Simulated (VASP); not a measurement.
# KF (Fm-3m) in VASP: further runs

KF is run at these levels: LDA; tasks: single point.

Everything below comes from runs of VASP 6.6.1. Logs are shortened: lines on timing, memory, paths and dates and some standing lists are left out, and cuts for length are marked.

## Step 1: The cell of the first run

Symmetry: Fm-3m, No. 225, cubic system. The conventional cell has a = 5.080 Å, b = 5.080 Å, c = 5.080 Å, α = 90.00°, β = 90.00°, γ = 90.00°. Within 3.4 Å of K (site symmetry m-3m) lie 6 F at 2.54 Å. Within 3.4 Å of F (site symmetry m-3m) lie 6 K at 2.54 Å.

## Step 2: Single point, LDA (strain -0.050 along x and y, -0.050 along z)

The input, INCAR:

```
  PREC = Accurate
  ENCUT = 520
  EDIFF = 1E-6
  ISMEAR = 0
  SIGMA = 0.05
  LREAL = F
  LASPH = T
  NELM = 80
  ALGO = Normal
  ISIF = 2
  LWAVE = F
  LCHARG = T
  LELF = T
  LVHAR = T
  NBANDS = 15
```

The input, KPOINTS:

```
Automatic mesh
0
Gamma
  8 8 8
```

The input, POSCAR:

```
KF
1.0
    0.0000000000      2.5398250000      2.5398250000
    2.5398250000      0.0000000000      2.5398250000
    2.5398250000      2.5398250000      0.0000000000
K F
1 1
Direct
    0.0000000000      0.0000000000      0.0000000000
    0.5000000000      0.5000000000      0.5000000000
```

Potentials or basis: VASP PAW LDA potentials, release 64 (K_sv, F).

Run with:

```bash
> cat potpaw_LDA.64/K_sv/POTCAR potpaw_LDA.64/F/POTCAR > POTCAR
> mpirun -np 1 vasp_std > vasp.out
```

OUTCAR:

```text
PREC = Accurate
   ENCUT = 520
   EDIFF = 1E-6
   ISMEAR = 0
   LREAL = F
   LASPH = T
   NELM = 80
   ISIF = 2

 ion  position               nearest neighbor table
   1  0.000  0.000  0.000-   2 2.54   2 2.54   2 2.54   2 2.54   2 2.54   2 2.54
   2  0.500  0.500  0.500-   1 2.54   1 2.54   1 2.54   1 2.54   1 2.54   1 2.54

  LATTYP: Found a face centered cubic cell.
 ALAT       =     5.0796500000

  Lattice vectors:

 A1 = (   0.0000000000,   2.5398250000,   2.5398250000)
 A2 = (   2.5398250000,   0.0000000000,   2.5398250000)
 A3 = (   2.5398250000,   2.5398250000,   0.0000000000)

Analysis of symmetry for initial positions (statically):
=====================================================================
 Subroutine PRICEL returns:
 Original cell was already a primitive cell.

 Routine SETGRP: Setting up the symmetry group for a
 face centered cubic supercell.

 Subroutine GETGRP returns: Found 48 space group operations
 (whereof 48 operations were pure point group operations)
 out of a pool of 48 trial point group operations.

The static configuration has the point symmetry O_h .

Analysis of symmetry for dynamics (positions and initial velocities):
=====================================================================
 Subroutine PRICEL returns:
 Original cell was already a primitive cell.

 Routine SETGRP: Setting up the symmetry group for a
 face centered cubic supercell.

 Subroutine GETGRP returns: Found 48 space group operations
 (whereof 48 operations were pure point group operations)
 out of a pool of 48 trial point group operations.

The dynamic configuration has the point symmetry O_h .

 Subroutine INISYM returns: Found 48 space group operations
 (whereof 48 operations are pure point group operations),
 and found     1 'primitive' translations

----------------------------------------------------------------------------------------

                                     Primitive cell

  volume of cell :      32.7674

  direct lattice vectors                    reciprocal lattice vectors
     0.000000000  2.539825000  2.539825000    -0.196863957  0.196863957  0.196863957
     2.539825000  0.000000000  2.539825000     0.196863957 -0.196863957  0.196863957
     2.539825000  2.539825000  0.000000000     0.196863957  0.196863957 -0.196863957

  length of vectors
     3.591854961  3.591854961  3.591854961     0.340978376  0.340978376  0.340978376

[... 83 lines left out ...]
   NSW    =      0    number of steps for IOM
   IBRION =     -1    ionic relax: 0-MD 1-quasi-New 2-CG
   NFREE  =      0    steps in history (QN), initial steepest desc. (CG)
   ISIF   =      2    stress and relaxation
   ISYM   =      2    0-nonsym 1-usesym 2-fastsym
   POTIM  = 0.5000    time-step for ionic-motion
   TEBEG  =    0.0;   TEEND  =   0.0 temperature during run
   PSTRESS=    0.0 pullay stress
   NELECT =      16.0000    total number of electrons
   NUPDOWN=      -1.0000    fix difference up-down
   EMIN   =  10.00;   EMAX   =-10.00  energy-range for DOS
   EFERMI =   0.00;   METHOD = LEGACY
   ISMEAR =     0;   SIGMA  =   0.05  broadening in eV -4-tet -1-fermi 0-gaus
   EFERMI_NEDOS =   21; number of points for ismear=-14 and -15
   IALGO  =     38    algorithm
   IMIX   =      4    mixing-type and parameters
     AMIX     =   0.40;   BMIX     =  1.00
     AMIX_MAG =   1.60;   BMIX_MAG =  1.00
  volume/ion in A,a.u.               =      16.38       110.56
  Fermi-wavevector in a.u.,A,eV,Ry     =   1.289143  2.436127 22.611375  1.661889
  Thomas-Fermi vector in A             =   2.421054
   LORBIT       =      0    0 simple, 1 ext, 2 COOP (PROOUT), +10 PAW based schemes
   GGA     = CA    functional components
   LHFCALC =     F    Hartree Fock is set to
   AEXX    =    0.0000 exact exchange contribution
   IVDW    =     0    specifies the selected vdW correction
   LEPSILON=     F    determine dielectric tensor
   LRPA    =     F    only Hartree local field effects (RPA)
 non-spin polarized calculation
 Gauss-broadening in eV      SIGMA  =   0.05
  energy-cutoff  :      520.00
  volume of cell :       32.77
 maximum number of plane-waves:       903
   NGX = 13   NGY = 13   NGZ = 13

 number of electron      15.9999992 magnetization

 Free energy of the ion-electron system (eV)
  ---------------------------------------------------
  ext. energy  EPLUGINS =         0.00000000
  ---------------------------------------------------
  free energy    TOTEN  =        -9.05501822 eV

  energy without entropy =       -9.05501822  energy(sigma->0) =       -9.05501822

 E-fermi :  -2.4280     XC(G=0):  -9.8508

 val. band max:       -2.7582935913   @ k =   0.0000   0.0000   0.0000
 cond. band min:       3.8766667172   @ k =   0.0000   0.0000   0.0000
 fundamental gap:      6.6349603085
 Fermi energy:        -2.4279944155

 k-point     1 :       0.0000    0.0000    0.0000
  band No.  band energies     occupation
      1     -28.0432      2.00000
      2     -21.0504      2.00000
      3     -11.3555      2.00000
      4     -11.3555      2.00000
      5     -11.3555      2.00000
      6      -2.7583      2.00000
      7      -2.7583      2.00000
      8      -2.7583      2.00000
      9       3.8767      0.00000
     10       8.1332      0.00000
     11       8.1332      0.00000
     12       8.1332      0.00000
     13      10.0940      0.00000
     14      10.0940      0.00000
[... 401 lines left out ...]
      2     -21.2352      2.00000
      3     -11.8666      2.00000
      4     -11.7307      2.00000
      5     -11.4550      2.00000
      6      -3.4865      2.00000
      7      -3.1205      2.00000
      8      -3.0607      2.00000
      9       6.9309      0.00000
     10       7.7335      0.00000
     11       9.6936      0.00000
     12      10.6849      0.00000
     13      12.2066      0.00000
     14      13.4449      0.00000
     15      13.9355      0.00000

 [... further k-points ...]
[... 5 lines left out ...]
  --------------------------------------------------------------------------------------
  -------------------------------------------------------------------------------------
  Total        0.5578783      0.5578783      0.5578783      0.0000000      0.0000000      0.0000000
  in kB       27.2777595     27.2777595     27.2777595      0.0000000      0.0000000      0.0000000
  external PRESSURE =      27.2777595 kB  Pullay stress =       0.0000000 kB

 VOLUME and BASIS-vectors are now :
 -----------------------------------------------------------------------------
  energy-cutoff  :      520.00
  volume of cell :       32.77
      direct lattice vectors                 reciprocal lattice vectors
     0.000000000  2.539825000  2.539825000    -0.196863957  0.196863957  0.196863957
     2.539825000  0.000000000  2.539825000     0.196863957 -0.196863957  0.196863957
     2.539825000  2.539825000  0.000000000     0.196863957  0.196863957 -0.196863957

 POSITION                                       TOTAL-FORCE (eV/Angst)
 -----------------------------------------------------------------------------------
      0.00000      0.00000      0.00000        -0.000000      0.000000     -0.000000
      2.53982      2.53982      2.53982         0.000000     -0.000000      0.000000
 -----------------------------------------------------------------------------------
    total drift:                                0.000000      0.000000      0.000000

  FREE ENERGIE OF THE ION-ELECTRON SYSTEM (eV)
  ---------------------------------------------------
  free  energy   TOTEN  =        -9.0550182164 eV

  energy  without entropy=       -9.0550182164  energy(sigma->0) =       -9.05501822
```

OSZICAR:

```text
N       E                     dE             d eps       ncg     rms          rms(c)
DAV:   1     0.118020746855E+03    0.11802E+03   -0.83568E+03   870   0.106E+03
DAV:   2    -0.569322558523E+01   -0.12371E+03   -0.11027E+03  1108   0.299E+02
DAV:   3    -0.101095240723E+02   -0.44163E+01   -0.43908E+01  1151   0.519E+01
DAV:   4    -0.102288012550E+02   -0.11928E+00   -0.11926E+00  1127   0.838E+00
DAV:   5    -0.102307350553E+02   -0.19338E-02   -0.19338E-02  1201   0.838E-01    0.655E+00
DAV:   6    -0.912364618539E+01    0.11071E+01   -0.29894E+00   920   0.163E+01    0.522E+00
DAV:   7    -0.907957641522E+01    0.44070E-01   -0.72326E-02  1094   0.221E+00    0.310E+00
DAV:   8    -0.905500701072E+01    0.24569E-01   -0.43137E-02  1066   0.206E+00    0.214E-01
DAV:   9    -0.905494970551E+01    0.57305E-04   -0.30203E-03  1024   0.468E-01    0.959E-02
DAV:  10    -0.905502277773E+01   -0.73072E-04   -0.27413E-04  1175   0.188E-01    0.433E-02
DAV:  11    -0.905501436929E+01    0.84084E-05   -0.30611E-05  1153   0.677E-02    0.137E-02
DAV:  12    -0.905501813511E+01   -0.37658E-05   -0.23610E-06   939   0.149E-02    0.171E-03
DAV:  13    -0.905501821639E+01   -0.81271E-07   -0.20896E-07   666   0.417E-03
   1 F= -.90550182E+01 E0= -.90550182E+01  d E =-.440587E-22
```

stdout:

```text
POSCAR found type information on POSCAR K F
 POSCAR found :  2 types and       2 ions
 scaLAPACK will be used
 LDA part: xc-table for (Slater(with rela. corr.)+CA(PZ))
 , standard interpolation
 POSCAR, INCAR and KPOINTS ok, starting setup
 FFT: planning ... GRIDC
 FFT: planning ... GRID_SOFT
 FFT: planning ... GRID
 WAVECAR not read
 entering main loop
```

Wall time 8.3 s (1 thread of Intel Xeon Platinum 8488C (Sapphire Rapids), shared host); peak memory 0.14 GiB.

What came out:

```
Free energy            : -9.0550 eV
Pressure               : 2.7 GPa
Band gap on the k mesh : 6.63 eV, direct
```

Caveat: the cell differs from its parent crystal (strain -0.050 along x and y, -0.050 along z).

## Step 3: Single point, LDA (strain -0.025 along x and y, -0.025 along z)

The input, INCAR:

```
PREC = Accurate
ENCUT = 520
EDIFF = 1E-6
ISMEAR = 0
SIGMA = 0.05
LREAL = False
LASPH = True
NELM = 60
ALGO = Normal
ISIF = 2
LWAVE = False
LCHARG = False
GGA = CA
NBANDS = 15
```

KPOINTS is that of step 2.

The input, POSCAR:

```
KF
1.0
    0.0000000000      2.6066625000      2.6066625000
    2.6066625000      0.0000000000      2.6066625000
    2.6066625000      2.6066625000      0.0000000000
K F
1 1
Direct
    0.0000000000      0.0000000000      0.0000000000
    0.5000000000      0.5000000000      0.5000000000
```

Potentials or basis: VASP PAW LDA potentials, release 64 (K_sv, F).

Run with:

```bash
> cat potpaw_LDA.64/K_sv/POTCAR potpaw_LDA.64/F/POTCAR > POTCAR
> mpirun -np 1 vasp_std > vasp.out
```

Wall time 9.3 s (1 thread of Intel Xeon Platinum 8488C (Sapphire Rapids), shared host); peak memory 0.14 GiB.

The run converged. Its results:

```yaml
Free_energy: -9.0701 eV
Pressure: -1.0 GPa
Band_gap_on_the_k_mesh: 6.18 eV, direct
```

Levels at points of the mesh, in eV from the valence-band top:
| k point | band 4 | band 5 | band 6 | band 7 | band 8 | band 9 | band 10 | band 11 | band 12 | band 13 |
| --- | --- | --- | --- | --- | --- | --- | --- | --- | --- | --- |
| (0.00, 0.00, 0.00) | -8.85 | -8.85 | 0.00 | 0.00 | 0.00 | 6.18 | 10.71 | 10.71 | 10.71 | 12.55 |
| (0.50, 0.00, 0.00) | -8.89 | -8.89 | -0.94 | -0.43 | -0.43 | 9.08 | 10.77 | 12.32 | 12.32 | 14.81 |
| (0.50, 0.50, 0.00) | -9.14 | -9.14 | -0.16 | -0.03 | -0.03 | 7.94 | 10.54 | 11.99 | 13.98 | 14.74 |

Caveat: the cell differs from its parent crystal (strain -0.025 along x and y, -0.025 along z).
